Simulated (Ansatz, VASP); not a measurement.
## W in VASP and in Ansatz

```
W
1.0
     0.00000    1.97583    1.97583
     1.97583    0.00000    1.97583
     1.97583    1.97583    0.00000
W
1
Direct
  0.00000 0.00000 0.00000
```

Alike in both runs: task single point; functional LDA; k mesh 22 × 22 × 22; occupations gaussian, width 0.15 eV; no spin polarisation.

|  | VASP | Ansatz |
| --- | --- | --- |
| version | VASP 6.6.1 | Ansatz 0.2.0 |
| potentials or method | VASP PAW LDA potentials, release 64 (W_sv), cutoff 520 eV | scalar-relativistic, plane waves, PAW |
| valence electrons in the cell | 14 | 14 |

Ansatz gave:

| Quantity | Value |
| --- | --- |
| gap on the k mesh at the Fermi level (eV) | none |
| pressure (GPa) | 5.2 |

Question: Which values does VASP return?

Answer: gap on the k mesh at the Fermi level (eV): none; pressure (GPa): 7.1.

Ansatz warns that its potentials were made for another functional, while VASP's fit it. LDA's correlation is that of Perdew and Zunger in VASP and of Perdew and Wang (1992) in Ansatz. A gap of «none» marks a metal or a gap that the smearing closes.

Neither program's run includes spin-orbit coupling.
